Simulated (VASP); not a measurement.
Write the native input for VASP 6.6.1 that does the following.

| Item | Value |
| --- | --- |
| Task | relaxation of cell and atoms |
| Functional | PBE |
| Potentials or basis | VASP PAW PBE potentials, release 64 (Ni, Si) |
| Cutoff | 600 eV |
| k mesh | 15 × 15 × 15 |
| Occupations | fermi-dirac, width 0.1 eV |
| Spin | no spin polarisation |
| Target pressure | 190 GPa |
| Dipole correction | no |
| Further INCAR settings | ALGO = Normal; EDIFF = 1e-06; IBRION = 2; EDIFFG = -0.005; NSW = 60; ISIF = 3 |

The structure of SiNi (zincblende type) lies in POSCAR:

```
SiNi
1.0
    0.0000000000      2.0689334062      2.0689334062
    2.0689334062      0.0000000000      2.0689334062
    2.0689334062      2.0689334062      0.0000000000
Ni Si
1 1
Direct
    0.0000000000      0.0000000000      0.0000000000
    0.2500000000      0.2500000000      0.2500000000
```

These files were run (other wordings do the same):

INCAR

```
SYSTEM = SiNi
  PREC = Accurate
  ENCUT = 600
  EDIFF = 1E-6
  ISMEAR = -1
  SIGMA = 0.1
  LREAL = .FALSE.
  LASPH = .TRUE.
  NELM = 60
  ALGO = Normal
  ISIF = 3
  LWAVE = .FALSE.
  LCHARG = .FALSE.
  GGA = PE
  IBRION = 2
  NSW = 60
  EDIFFG = -0.005
  PSTRESS = 1900.0
```

KPOINTS

```
Automatic mesh
0
G
  15 15 15
  0 0 0
```

Potentials or basis: VASP PAW PBE potentials, release 64 (Ni, Si).

The run is started by

```console
$ cat potpaw_PBE.64/Ni/POTCAR potpaw_PBE.64/Si/POTCAR > POTCAR
$ mpirun -np 1 vasp_std > vasp.out
```

It gave:

* Relaxed volume: 9.58 Å³/atom
* Relaxed cell: a = 3.004 Å, b = 3.004 Å, c = 3.004 Å, α = 60.00°, β = 60.00°, γ = 60.00°
* Space group after relaxing (to 0.1 Å): F-43m (No. 216)
* Energy change on relaxing (the run minimises the enthalpy): -1001.7 meV/atom
* Ionic steps: 7
* Pressure after relaxing: 189.9 GPa
* Band gap on the k mesh: zero (bands 7 and 8 overlap by 9.72 eV)

Caveat: the cell is relaxed towards a set pressure, so the run minimises the enthalpy, not the energy.

It took 98 s on 1 thread of Intel Xeon 8259CL, with other jobs on the host, peak memory 0.17 GiB.
